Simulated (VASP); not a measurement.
HfN: relaxation of cell and atoms with LDA

The system is HfN.

```
Hf N
1.0
     0.00000    2.23405    2.23405
     2.23405    0.00000    2.23405
     2.23405    2.23405    0.00000
Hf N
1 1
Direct
  0.00000 0.00000 0.00000
  0.50000 0.50000 0.50000
```

* Program: VASP 6.6.1
* Task: relaxation of cell and atoms
* Functional: LDA
* Potentials or basis: VASP PAW LDA potentials, release 64 (Hf_pv, N)
* Cutoff: 600 eV
* k mesh: 16 × 16 × 16
* Occupations: fermi-dirac, width 0.15 eV
* Spin: no spin polarisation
* Dipole correction: no
* Further INCAR settings: ALGO = Normal; EDIFF = 1e-06; IBRION = 2; EDIFFG = -0.001; NSW = 80; ISIF = 3

* Relaxed volume: 11.11 Å³/atom
* Relaxed cell: a = 3.156 Å, b = 3.156 Å, c = 3.156 Å, α = 60.00°, β = 60.00°, γ = 60.00°
* Space group after relaxing (to 0.05 Å): Fm-3m (No. 225)
* Energy gained by relaxing: 0.1 meV/atom
* Ionic steps: 3
* Pressure after relaxing: 0.0 GPa

The path:
```
step  energy change (eV)  largest force (eV/Å)  pressure (GPa)  volume (Å³)
   1              0.0000                0.0000           -1.11        22.30
   2              0.0009                0.0000            2.34        22.05
   3             -0.0003                0.0000            0.00        22.22
```

Final structure:
```cif
data_structure
_symmetry_space_group_name_H-M 'P 1'
_symmetry_Int_Tables_number 1
_cell_length_a 3.1555
_cell_length_b 3.1555
_cell_length_c 3.1555
_cell_angle_alpha 60.000
_cell_angle_beta 60.000
_cell_angle_gamma 60.000
_cell_volume 22.22
loop_
_atom_site_label
_atom_site_type_symbol
_atom_site_fract_x
_atom_site_fract_y
_atom_site_fract_z
_atom_site_occupancy
Hf1 Hf 0.00000 0.00000 0.00000 1
N1 N 0.50000 0.50000 0.50000 1
```

Levels at points of the mesh, in eV from the Fermi level:
| k point | band 4 | band 5 | band 6 | band 7 | band 8 | band 9 | band 10 | band 11 |
| --- | --- | --- | --- | --- | --- | --- | --- | --- |
| (0.00, 0.00, 0.00) | -17.45 | -2.99 | -2.99 | -2.99 | -0.41 | -0.41 | -0.41 | 2.00 |
| (0.50, 0.00, 0.00) | -14.41 | -9.05 | -6.34 | -6.34 | 3.45 | 3.86 | 3.86 | 4.76 |
| (0.50, 0.50, 0.00) | -16.33 | -5.27 | -3.99 | -3.62 | -3.62 | 4.25 | 5.79 | 5.79 |

It took 96 s on 1 thread of Intel(R) Xeon(R) Platinum 8259CL CPU @ 2.50GHz (Skylake/Cascade Lake), on a shared host, peak memory 0.18 GiB.

Caveat: spin-orbit coupling is left out, which moves the levels of the heavy elements. Zero-point motion and thermal expansion aren't in these numbers.
